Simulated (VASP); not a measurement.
The system is GaAs.

```
CELL_PARAMETERS angstrom
0.00000 2.82685 2.82685
2.82685 0.00000 2.82685
2.82685 2.82685 0.00000
ATOMIC_POSITIONS crystal
Ga 0.00000 0.00000 0.00000
As 0.75000 0.75000 0.75000
```

Base run:

| Quantity | Value |
| --- | --- |
| Program | VASP 6.6.1 |
| Functional | PBEsol |
| Potentials or basis | VASP PAW PBE potentials, release 64 (Ga_d, As) |
| Cutoff | 520 eV |
| k mesh | 10 × 10 × 10 |
| Occupations | fermi-dirac, width 0.08 eV |
| Spin | no spin polarisation |

Its results: band gap on the k mesh 0.46 eV; pressure 0.4 GPa.

Question: After a change of settings the same cell gave: band gap on the k mesh 0.52 eV; pressure 3.5 GPa. Which change was it?
A. functional from PBEsol to r2SCAN
B. functional from PBEsol to PBE; further incar settings from ALGO = Normal; EDIFF = 1e-08; NBANDS = 16 to ALGO = Normal; EDIFF = 1e-06; NBANDS = 16
C. functional from PBEsol to LDA; potentials or basis from VASP PAW PBE potentials, release 64 (Ga_d, As) to VASP PAW LDA potentials, release 64 (Ga_d, As)

Answer: B.

Caveats: semilocal functionals underestimate gaps, and a narrow one can read as zero; the PAW data sets were made with another functional, which shifts forces and pressure a little (at least some runs); the cell stands under pressure (at least some runs).
